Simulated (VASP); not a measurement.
## Ir: single point with PBE

The system is Ir.

```
Ir
1.0
     2.74781    0.00000    0.00000
    -1.37391    2.37967    0.00000
     0.00000    0.00000    4.45296
Ir
2
Cartesian
  1.3739 0.7932 3.3397
  0.0000 1.5864 1.1132
```

```json
{
  "Program": "VASP 6.6.1",
  "Task": "single point",
  "Functional": "PBE",
  "Potentials or basis": "VASP PAW PBE potentials, release 64 (Ir)",
  "Cutoff": "520 eV",
  "k mesh": "18 × 18 × 10",
  "Occupations": "gaussian, width 0.15 eV",
  "Spin": "no spin polarisation"
}
```

```yaml
Pressure: 0.6 GPa
Band_gap_on_the_k_mesh: zero (band 9 reaches 10.96 eV, above the bottom of band 10 at 7.77 eV)
```

Levels at points of the mesh, in eV from the Fermi level:
```tsv
k point	band 5	band 6	band 7	band 8	band 9	band 10	band 11	band 12	band 13	band 14
(0.00, 0.00, 0.00)	-3.69	-3.06	-3.06	-2.30	-2.30	-0.75	0.25	0.25	6.82	14.28
(0.50, 0.00, 0.00)	-3.43	-3.34	-2.88	0.66	0.92	1.06	2.84	4.27	8.09	10.09
(0.00, 0.00, 0.50)	-3.81	-3.81	-3.81	-3.81	-0.47	-0.47	-0.47	-0.47	13.58	13.58
(0.50, 0.00, 0.50)	-2.06	-2.06	-0.93	-0.93	0.90	0.90	1.97	1.97	7.42	7.42
```

Wall time 37 s on 1 thread of Intel(R) Xeon(R) 6975P-C (Granite Rapids), on a shared host, peak memory 0.2 GiB.

Caveat: spin-orbit coupling is left out, which moves the levels of the heavy elements.
